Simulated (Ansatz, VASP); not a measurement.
# InAs in VASP and in Ansatz

Contents of INCAR:

```
ALGO     = Normal         # electronic algorithm
EDIFF    = 1E-6           # SCF threshold, eV
ENCUT    = 520            # plane-wave cutoff, eV
GGA      = PS             # functional
ISIF     = 2              # what is computed and relaxed
ISMEAR   = 0              # smearing method
LASPH    = True           # aspherical terms in the spheres
LCHARG   = False          # write CHGCAR
LREAL    = False          # projectors in reciprocal space
LWAVE    = False          # write WAVECAR
NBANDS   = 16             # bands
NELM     = 80             # most SCF steps
PREC     = Accurate       # precision mode
SIGMA    = 0.1            # smearing width, eV
```

KPOINTS

```
k-points
0
Gamma
  6 6 6
```

The input POSCAR:

```
InAs
1.0
    0.0000000000      3.0535616600      3.0535616600
    3.0535616600      0.0000000000      3.0535616600
    3.0535616600      3.0535616600      0.0000000000
In As
1 1
Direct
    0.2500000000      0.2500000000      0.2500000000
    0.0000000000      0.0000000000      0.0000000000
```

Input for Ansatz:

```yaml
crystal:
  lattice:
    - [0.0, 3.05356166, 3.05356166]
    - [3.05356166, 0.0, 3.05356166]
    - [3.05356166, 3.05356166, 0.0]
  atoms:
    - { symbol: In, position: [0.25, 0.25, 0.25] }
    - { symbol: As, position: [0.0, 0.0, 0.0] }
basis:
  ecutwfc: 420
kpoints:
  mp_grid: { grid: [6, 6, 6] }
hamiltonian:
  xc: pbesol
  pseudopotentials: { kind: paw, azcp: { folder: soft_1 } }
scf:
  occupations: { method: gaussian, width: 0.1 }
output:
  forces: true
  stress: true
  eigenvalues: true
```

Alike in both runs: task single point; functional PBEsol; k mesh 6 × 6 × 6; occupations gaussian, width 0.1 eV; no spin polarisation.

|  | VASP | Ansatz |
| --- | --- | --- |
| version | VASP 6.6.1 | Ansatz 0.2.0 |
| potentials or method | VASP PAW PBE potentials, release 64 (In_d, As), cutoff 520 eV | scalar-relativistic, plane waves, PAW |
| valence electrons in the cell | 18 | 28 |

```csv
,VASP,Ansatz,Ansatz less VASP
gap on the k mesh at the Fermi level (eV),none,none,-
pressure (GPa),-0.4,-0.5,-0.07
```

VASP's potentials were made for PBE, not for PBEsol, and Ansatz warns of the same on its side. A gap of «none» marks a metal or a gap that the smearing closes. VASP's potentials hold 18 valence electrons a cell and Ansatz's 28, so a difference there can come from the potentials and not from the codes.
